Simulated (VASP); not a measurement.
# B2As3 (R32) in VASP: further runs

Runs on B2As3. Level: PBE. Tasks: single point.

All numbers are computed with VASP 6.6.1; they aren't measurements. Logs are shortened: lines on timing, memory, paths and dates and some standing lists are left out, and cuts for length are marked.

### Step 1. The cell of the first run

It takes space group R32 (No. 155, trigonal). The conventional cell has a = 6.094 Å, b = 6.094 Å, c = 8.014 Å, α = 90.00°, β = 90.00°, γ = 120.00°. Within 2.3 Å of B (site symmetry 3) lie 1 B at 1.76 Å and 3 As at 2.08 Å. Within 2.8 Å of As (site symmetry 2) lie 2 B at 2.08 Å and 2 As at 2.67 Å.

The cell was built from a structure type or drawn by symmetry, and may not be a known phase.

### Step 2. Single point, PBE

INCAR reads:

```
ALGO = Normal
EDIFF = 1E-7
ENCUT = 520
GGA = PE
ISIF = 2
ISMEAR = 0
LASPH = True
LCHARG = True
LELF = True
LREAL = False
LVHAR = True
LWAVE = False
NBANDS = 18
NELM = 100
PREC = Accurate
SIGMA = 0.2
```

KPOINTS reads:

```
k-points
0
Gamma
  4 4 4
```

POSCAR reads:

```
B2As3
1.0
    3.0468942387      1.7591252071      2.6714761854
   -3.0468942387      1.7591252071      2.6714761854
    0.0000000000     -3.5182504197      2.6714761818
B As
2 3
Direct
    0.1096023290      0.1096023290      0.1096023290
    0.8903976710      0.8903976710      0.8903976710
    0.5000000000      0.1659540245      0.8340459755
    0.8340459755      0.5000000000      0.1659540245
    0.1659540245      0.8340459755      0.5000000000
```

Potentials or basis: VASP PAW PBE potentials, release 64 (B, As).

On the command line:

```sh
> cat potpaw_PBE.64/B/POTCAR potpaw_PBE.64/As/POTCAR > POTCAR
> mpirun -np 1 vasp_std > vasp.out
```

OUTCAR:

```text
EDIFF = 1E-7
   ENCUT = 520
   GGA = PE
   ISIF = 2
   ISMEAR = 0
   LASPH = True
   LREAL = False
   NELM = 100
   PREC = Accurate

 ion  position               nearest neighbor table
   1  0.110  0.110  0.110-   2 1.76   4 2.08   3 2.08   5 2.08
   2  0.890  0.890  0.890-   1 1.76   3 2.08   4 2.08   5 2.08
   3  0.500  0.166  0.834-   2 2.08   1 2.08   4 2.67   5 2.67
   4  0.834  0.500  0.166-   1 2.08   2 2.08   3 2.67   5 2.67
   5  0.166  0.834  0.500-   1 2.08   2 2.08   3 2.67   4 2.67

  LATTYP: Found a trigonal (rhomboedric) cell.
 ALAT       =     4.4175639220
 COS(alpha) =     0.0485651174

  Lattice vectors:

 A1 = (   3.0468942387,   1.7591252071,   2.6714761854)
 A2 = (  -3.0468942387,   1.7591252071,   2.6714761854)
 A3 = (   0.0000000000,  -3.5182504197,   2.6714761818)

Analysis of symmetry for initial positions (statically):
=====================================================================
 Subroutine PRICEL returns:
 Original cell was already a primitive cell.

 Routine SETGRP: Setting up the symmetry group for a
 trigonal (rhombohedral) supercell.

 Subroutine GETGRP returns: Found  6 space group operations
 (whereof  6 operations were pure point group operations)
 out of a pool of 12 trial point group operations.

The static configuration has the point symmetry D_3 .

Analysis of symmetry for dynamics (positions and initial velocities):
=====================================================================
 Subroutine PRICEL returns:
 Original cell was already a primitive cell.

 Routine SETGRP: Setting up the symmetry group for a
 trigonal (rhombohedral) supercell.

 Subroutine GETGRP returns: Found  6 space group operations
 (whereof  6 operations were pure point group operations)
 out of a pool of 12 trial point group operations.

The dynamic configuration has the point symmetry D_3 .

 Subroutine INISYM returns: Found  6 space group operations
 (whereof  6 operations are pure point group operations),
 and found     1 'primitive' translations

----------------------------------------------------------------------------------------

                                     Primitive cell

  volume of cell :      85.9126

  direct lattice vectors                    reciprocal lattice vectors
     3.046894239  1.759125207  2.671476185     0.164101528  0.094744061  0.124774960
    -3.046894239  1.759125207  2.671476185    -0.164101528  0.094744061  0.124774960
     0.000000000 -3.518250420  2.671476182     0.000000000 -0.189488123  0.124774960

  length of vectors
     4.417563922  4.417563922  4.417563922     0.226880011  0.226880011  0.226880011

  position of ions in fractional coordinates (direct lattice)
     0.109602329  0.109602329  0.109602329
     0.890397671  0.890397671  0.890397671
     0.500000000  0.165954025  0.834045975
     0.834045975  0.500000000  0.165954025
     0.165954025  0.834045975  0.500000000

  ion indices of the primitive-cell ions
   primitive index   ion index
                 1           1
                 2           2
                 3           3
                 4           4
                 5           5

----------------------------------------------------------------------------------------

 KPOINTS: k-points

Automatic generation of k-mesh.
 Grid dimensions read from file:
 generate k-points for:    4    4    4

 Generating k-lattice:

  Cartesian coordinates                     Fractional coordinates (reciprocal lattice)
     0.041025382  0.023686015  0.031193740     0.250000000 -0.000000000  0.000000000
    -0.041025382  0.023686015  0.031193740    -0.000000000  0.250000000  0.000000000
     0.000000000 -0.047372031  0.031193740     0.000000000  0.000000000  0.250000000

  Length of vectors
     0.056720003  0.056720003  0.056720003

  Shift w.r.t. Gamma in fractional coordinates (k-lattice)
     0.000000000  0.000000000  0.000000000

 Subroutine IBZKPT returns following result:
 ===========================================

 Found     13 irreducible k-points:

 Following reciprocal coordinates:
            Coordinates               Weight
  0.000000  0.000000  0.000000      1.000000
  0.250000  0.000000  0.000000      6.000000
  0.500000  0.000000  0.000000      3.000000
  0.250000  0.250000  0.000000      6.000000
  0.500000  0.250000 -0.000000     12.000000
 -0.250000  0.250000  0.000000      6.000000
  0.500000  0.500000  0.000000      3.000000
  0.250000  0.250000  0.250000      2.000000
  0.500000  0.250000  0.250000      6.000000
 -0.250000  0.250000  0.250000      6.000000
  0.500000  0.500000  0.250000      6.000000
 -0.250000  0.500000  0.250000      6.000000
  0.500000  0.500000  0.500000      1.000000
   k-points           NKPTS =     13   k-points in BZ     NKDIM =     13   number of bands    NBANDS=     18
   number of dos      NEDOS =    301   number of ions     NIONS =      5
   total plane-waves  NPLWV =  46656
   dimension x,y,z NGX =    36 NGY =   36 NGZ =   36
   dimension x,y,z NGXF=    72 NGYF=   72 NGZF=   72
   ions per type =               2   3
   NGX,Y,Z   is equivalent  to a cutoff of  13.55, 13.55, 13.55 a.u.
   NGXF,Y,Z  is equivalent  to a cutoff of  27.10, 27.10, 27.10 a.u.
 SYSTEM =  unknown system
   PREC   = accura    normal or accurate (medium, high low for compatibility)
   ISTART =      0    job   : 0-new  1-cont  2-samecut
   ICHARG =      2    charge: 1-file 2-atom 10-const
   ISPIN  =      1    spin polarized calculation?
   LNONCOLLINEAR =      F non collinear calculations
   LSORBIT =      F    spin-orbit coupling
   LASPH  =      T    aspherical Exc in radial PAW
   ENCUT  =  520.0 eV  38.22 Ry    6.18 a.u.   8.21  8.21  8.21*2*pi/ulx,y,z
   NELM   =    100;   NELMIN=  2; NELMDL= -5     # of ELM steps
   EDIFF  = 0.1E-06   stopping-criterion for ELM
   LREAL  =      F    real-space projection
   EDIFFG = 0.1E-05   stopping-criterion for IOM
   NSW    =      0    number of steps for IOM
   IBRION =     -1    ionic relax: 0-MD 1-quasi-New 2-CG
   NFREE  =      0    steps in history (QN), initial steepest desc. (CG)
   ISIF   =      2    stress and relaxation
   ISYM   =      2    0-nonsym 1-usesym 2-fastsym
   POTIM  = 0.5000    time-step for ionic-motion
   TEBEG  =    0.0;   TEEND  =   0.0 temperature during run
   PSTRESS=    0.0 pullay stress
   NELECT =      21.0000    total number of electrons
   NUPDOWN=      -1.0000    fix difference up-down
   EMIN   =  10.00;   EMAX   =-10.00  energy-range for DOS
   EFERMI =   0.00;   METHOD = LEGACY
   ISMEAR =     0;   SIGMA  =   0.20  broadening in eV -4-tet -1-fermi 0-gaus
   EFERMI_NEDOS =   21; number of points for ismear=-14 and -15
   IALGO  =     38    algorithm
   IMIX   =      4    mixing-type and parameters
     AMIX     =   0.40;   BMIX     =  1.00
     AMIX_MAG =   1.60;   BMIX_MAG =  1.00
  volume/ion in A,a.u.               =      17.18       115.95
  Fermi-wavevector in a.u.,A,eV,Ry     =   1.023597  1.934318 14.255517  1.047751
  Thomas-Fermi vector in A             =   2.157339
   LORBIT       =      0    0 simple, 1 ext, 2 COOP (PROOUT), +10 PAW based schemes
   GGA     = PE    functional components
   LHFCALC =     F    Hartree Fock is set to
   AEXX    =    0.0000 exact exchange contribution
   IVDW    =     0    specifies the selected vdW correction
   LEPSILON=     F    determine dielectric tensor
   LRPA    =     F    only Hartree local field effects (RPA)
 non-spin polarized calculation
 Gauss-broadening in eV      SIGMA  =   0.20
  energy-cutoff  :      520.00
  volume of cell :       85.91
 maximum number of plane-waves:      2335
 NGX is ok and might be reduce to    36
   NGX = 17   NGY = 17   NGZ = 17

 number of electron      20.9999997 magnetization

 Free energy of the ion-electron system (eV)
  ---------------------------------------------------
  ext. energy  EPLUGINS =         0.00000000
  ---------------------------------------------------
  free energy    TOTEN  =       -25.45013253 eV

  energy without entropy =      -25.42287581  energy(sigma->0) =      -25.43650417

 E-fermi :   3.9445     XC(G=0):  -9.8419

 val. band max:        3.8662059562   @ k =   0.2500   0.2500   0.2500
 cond. band min:       4.2444234699   @ k =   0.5000   0.5000   0.2500
 fundamental gap:      0.3782175137
 Fermi energy:         3.9444640018

 k-point     1 :       0.0000    0.0000    0.0000
  band No.  band energies     occupation
      1     -10.0650      2.00000
      2      -5.7027      2.00000
      3      -5.7027      2.00000
      4      -2.0179      2.00000
      5      -1.5169      2.00000
      6      -0.1681      2.00000
[... 10 lines left out ...]
     17      10.7816      0.00000
     18      10.7816      0.00000

 k-point     2 :       0.2500    0.0000    0.0000
  band No.  band energies     occupation
      1      -9.7103      2.00000
      2      -6.9404      2.00000
      3      -4.9878      2.00000
      4      -2.4102      2.00000
      5      -1.2991      2.00000
      6      -0.3523      2.00000
[... 10 lines left out ...]
     17      10.5268      0.00000
     18      10.8128      0.00000

 k-point     3 :       0.5000    0.0000    0.0000
  band No.  band energies     occupation
      1      -9.0141      2.00000
      2      -8.0713      2.00000
      3      -4.6520      2.00000
      4      -2.3991      2.00000
      5      -1.3136      2.00000
      6      -0.3081      2.00000
[... 10 lines left out ...]
     17       9.2145      0.00000
     18      10.4193      0.00000

 k-point     4 :       0.2500    0.2500    0.0000
  band No.  band energies     occupation
      1      -9.3415      2.00000
      2      -7.3756      2.00000
      3      -4.8076      2.00000
      4      -3.3131      2.00000
      5      -1.1310      2.00000
      6       0.1383      2.00000
[... 10 lines left out ...]
     17      10.1355      0.00000
     18      11.1619      0.00000

 k-point     5 :       0.5000    0.2500   -0.0000
  band No.  band energies     occupation
      1      -8.6950      2.00000
      2      -7.8565      2.00000
      3      -5.6391      2.00000
      4      -3.0144      2.00000
      5      -1.0997      2.00000
      6      -0.0394      2.00000
[... 10 lines left out ...]
     17      10.2032      0.00000
     18      11.7641      0.00000

 k-point     6 :      -0.2500    0.2500    0.0000
  band No.  band energies     occupation
      1      -9.3854      2.00000
      2      -6.5061      2.00000
      3      -6.3786      2.00000
      4      -2.2826      2.00000
      5      -1.5166      2.00000
      6       0.6276      2.00000
[... 10 lines left out ...]
     17      10.7838      0.00000
     18      11.7376      0.00000

 k-point     7 :       0.5000    0.5000    0.0000
  band No.  band energies     occupation
      1      -8.2347      2.00000
      2      -7.1621      2.00000
      3      -7.0941      2.00000
      4      -3.5126      2.00000
      5      -0.7462      2.00000
      6      -0.2822      2.00000
[... 10 lines left out ...]
     17      10.9116      0.00000
     18      11.7063      0.00000

 k-point     8 :       0.2500    0.2500    0.2500
  band No.  band energies     occupation
      1      -8.9661      2.00000
      2      -7.5919      2.00000
      3      -4.8435      2.00000
      4      -3.8886      2.00000
      5      -1.3492      2.00000
      6       0.5523      2.00000
[... 10 lines left out ...]
     17      11.0508      0.00000
     18      11.8305      0.00000

 k-point     9 :       0.5000    0.2500    0.2500
  band No.  band energies     occupation
      1      -8.3878      2.00000
      2      -7.6392      2.00000
      3      -5.9993      2.00000
      4      -3.8517      2.00000
      5      -1.1934      2.00000
      6       0.0373      2.00000
[... 10 lines left out ...]
     17      10.5505      0.00000
     18      11.6055      0.00000

 k-point    10 :      -0.2500    0.2500    0.2500
  band No.  band energies     occupation
      1      -9.0422      2.00000
      2      -6.9108      2.00000
      3      -6.1006      2.00000
      4      -3.6027      2.00000
      5      -0.7593      2.00000
      6      -0.2359      2.00000
[... 10 lines left out ...]
     17      10.6970      0.00000
     18      10.9825      0.00000

 k-point    11 :       0.5000    0.5000    0.2500
  band No.  band energies     occupation
      1      -7.9030      2.00000
      2      -7.0721      2.00000
      3      -6.9300      2.00000
      4      -4.4054      2.00000
      5      -1.5314      2.00000
      6      -0.4499      2.00000
[... 10 lines left out ...]
     17      10.7543      0.00000
     18      11.9325      0.00000

 k-point    12 :      -0.2500    0.5000    0.2500
  band No.  band energies     occupation
      1      -8.3543      2.00000
      2      -7.6875      2.00000
      3      -5.8576      2.00000
      4      -4.0639      2.00000
      5      -1.0339      2.00000
      6      -0.9581      2.00000
[... 10 lines left out ...]
     17      10.6376      0.00000
     18      11.8337      0.00000

 k-point    13 :       0.5000    0.5000    0.5000
  band No.  band energies     occupation
      1      -7.2180      2.00000
      2      -7.2180      2.00000
      3      -6.6476      2.00000
      4      -5.4813      2.00000
      5      -1.4925      2.00000
      6      -0.7045      2.00000
[... 10 lines left out ...]
     17      11.5749      0.00000
     18      11.5749      0.00000

------------------------ aborting loop because EDIFF is reached ----------------------------------------

  FORCE on cell =-STRESS in cart. coord.  units (eV):
  Direction    XX          YY          ZZ          XY          YZ          ZX
  --------------------------------------------------------------------------------------
  -------------------------------------------------------------------------------------
  Total        0.3495869      0.3495869      0.2891169      0.0000000      0.0000000      0.0000000
  in kB        6.5194215      6.5194215      5.3917201      0.0000000      0.0000000      0.0000000
  external PRESSURE =       6.1435210 kB  Pullay stress =       0.0000000 kB

 VOLUME and BASIS-vectors are now :
 -----------------------------------------------------------------------------
  energy-cutoff  :      520.00
  volume of cell :       85.91
      direct lattice vectors                 reciprocal lattice vectors
     3.046894239  1.759125207  2.671476185     0.164101528  0.094744061  0.124774960
    -3.046894239  1.759125207  2.671476185    -0.164101528  0.094744061  0.124774960
     0.000000000 -3.518250420  2.671476182     0.000000000 -0.189488123  0.124774960

 POSITION                                       TOTAL-FORCE (eV/Angst)
 -----------------------------------------------------------------------------------
      0.00000     -0.00000      0.87840         0.000000      0.000000     -0.010241
      0.00000     -0.00000      7.13603         0.000000     -0.000000      0.010241
      1.01780     -1.76289      4.00721        -0.032564      0.056402      0.000000
      1.01780      1.76289      4.00721        -0.032564     -0.056402     -0.000000
     -2.03561     -0.00000      4.00721         0.065127     -0.000000     -0.000000
 -----------------------------------------------------------------------------------
    total drift:                               -0.000000      0.000000     -0.000000

  FREE ENERGIE OF THE ION-ELECTRON SYSTEM (eV)
  ---------------------------------------------------
  free  energy   TOTEN  =       -25.4501325283 eV

  energy  without entropy=      -25.4228758146  energy(sigma->0) =      -25.43650417
```

Run time: 38 s. Hardware: 1 thread of Intel Xeon 8259CL, shared host; peak memory 0.2 GiB.

What came out:

- Free energy: -25.4501 eV
- Pressure: 0.6 GPa
- Largest force: 0.065 eV/Å
- Band gap on the k mesh: zero (an odd number of electrons rules out a gap without spin polarisation)

Forces in eV/Å, atoms in the order of the input:
```
B    0.000  0.000 -0.010
B    0.000  0.000  0.010
As  -0.033  0.056  0.000
As  -0.033 -0.056  0.000
As   0.065  0.000  0.000
```

Levels at points of the mesh, in eV from the Fermi level:
| k point | band 8 | band 9 | band 10 | band 11 | band 12 | band 13 | band 14 | band 15 |
| --- | --- | --- | --- | --- | --- | --- | --- | --- |
| (0.00, 0.00, 0.00) | -1.05 | -1.05 | -0.73 | -0.09 | -0.09 | 3.51 | 3.75 | 3.75 |
| (0.50, 0.00, 0.00) | -2.34 | -1.73 | -1.47 | -0.15 | 2.45 | 3.09 | 4.82 | 5.04 |
| (0.50, 0.50, 0.00) | -2.10 | -1.87 | -0.46 | -0.19 | 0.88 | 2.87 | 5.08 | 5.81 |
| (0.50, 0.50, 0.50) | -3.57 | 0.73 | 1.19 | 1.19 | 3.76 | 3.76 | 5.78 | 5.87 |

[end of part 1 of 2]
